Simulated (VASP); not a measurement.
Here is a VASP 6.6.1 calculation.

Contents of INCAR:

```
PREC = Accurate
ENCUT = 520
EDIFF = 1E-7
ISMEAR = -1
SIGMA = 0.01
LREAL = Auto
LASPH = True
NELM = 80
ALGO = Normal
ISIF = 2
LWAVE = False
LCHARG = True
GGA = PE
LELF = True
LVHAR = True
NELECT = 290.0
NBANDS = 187
```

File KPOINTS:

```
Automatic mesh
0
Gamma
  1 1 1
  0.25 0.25 0.25
```

The input POSCAR:

```
Al35CdN35
1.0
    9.3892708692      0.0000000866      0.0000000000
   -4.6946355096      8.1313470524      0.0000000000
    0.0000000000      0.0000000000     10.0348065929
Al N Cd
35 35 1
Direct
    0.2250902010      0.1117013065      0.2479136294
    0.0919919469      0.1805356224      0.5149705785
    0.2261282187      0.1095100156      0.7520925689
    0.1054152881      0.2101954229      0.9971837023
    0.2256593553      0.4457905011      0.1814725579
    0.0926118289      0.5773034611      0.5147531097
    0.2191978186      0.4425645806      0.7621306671
    0.1055210276      0.5612697391      0.9971910255
    0.2250126167      0.7794526085      0.2478765043
    0.1108120929      0.8884533179      0.4986100098
    0.2261156284      0.7827013104      0.7519648275
    0.1108824827      0.8884812088      1.0009211711
    0.5563619191      0.1112538582      0.2496938994
    0.4484030649      0.2211598135      0.5002969248
    0.5559634979      0.1109994516      0.7500069744
    0.4459916012      0.2208721851      1.0000385774
    0.5584598505      0.4423205833      0.2452980693
    0.5564111052      0.4416467368      0.7528015653
    0.4564034146      0.5612251488      0.9909534036
    0.5584264728      0.7822388150      0.2448163485
    0.4482479814      0.8937612617      0.5002878376
    0.5563553673      0.7806659525      0.7528815864
    0.4459369757      0.8913119214      0.9999644273
    0.8899439229      0.1116121788      0.2487059848
    0.7768719250      0.2214380339      0.5005029754
    0.8829997669      0.1078510347      0.7517908272
    0.7770010048      0.2214718994      1.0008892029
    0.8900148981      0.4442236258      0.2488178332
    0.7747993945      0.5544326878      0.4983616641
    0.8830967688      0.4408709625      0.7517297349
    0.7797687183      0.5564863499      1.0004532469
    0.8898318469      0.7777945299      0.2485596764
    0.7746899095      0.8858025662      0.4983949481
    0.8882840474      0.7769771959      0.7493676267
    0.7797475583      0.8890620214      1.0004187490
    0.2244807720      0.1120281766      0.4398702634
    0.1115468131      0.2194352010      0.1895445331
    0.2231006784      0.1097237963      0.9399009355
    0.1114259267      0.2228040968      0.6952769883
    0.1116619725      0.5577182743      0.1894785135
    0.2194152503      0.4429812123      0.9585116186
    0.1115633955      0.5541628939      0.6950238418
    0.2243840351      0.7791308529      0.4398629072
    0.1126513163      0.8891102171      0.1913660222
    0.2230947386      0.7799285868      0.9397847092
    0.1114243482      0.8884690174      0.6883644580
    0.5570819265      0.1119243007      0.4399619462
    0.4445566423      0.2202087050      0.1884323762
    0.5566952974      0.1116649108      0.9393642629
    0.4450365389      0.2215695071      0.6901032925
    0.5635147733      0.4312362695      0.4309630039
    0.4515630278      0.5586099776      0.1862098457
    0.5591562922      0.4425157159      0.9417847069
    0.4393407864      0.5522969339      0.7182257880
    0.5636445840      0.7995885184      0.4304406996
    0.4445049140      0.8899843468      0.1883663523
    0.5591375200      0.7832308779      0.9419006728
    0.4450636232      0.8889516204      0.6901024333
    0.8922207751      0.1143080427      0.4402292100
    0.7797237096      0.2225691214      0.1912281591
    0.8873437119      0.1102471444      0.9398138977
    0.7779523882      0.2215754706      0.6898468586
    0.8924333769      0.4440755204      0.4402017617
    0.7819301847      0.5564783466      0.1894085397
    0.8874428375      0.4434044146      0.9397341044
    0.7775465438      0.5547658355      0.6884988485
    0.8892887587      0.7777624438      0.4400355675
    0.7819354702      0.8908512763      0.1893033337
    0.8897645564      0.7780496551      0.9394030953
    0.7774032553      0.8879273106      0.6885679391
    0.4366608716      0.5518828499      0.5013649145
```

Potentials or basis: VASP PAW PBE potentials, release 64 (Al, N, Cd).

Command:

```console
$ cat potpaw_PBE.64/Al/POTCAR potpaw_PBE.64/N/POTCAR potpaw_PBE.64/Cd/POTCAR > POTCAR
$ mpirun -np 1 vasp_std > vasp.out
```

(1) Estimate the largest force.

Answers

(1) 0.182 eV/Å.

Caveat: the cell carries a net charge on a neutralising background, which shifts energy and pressure.
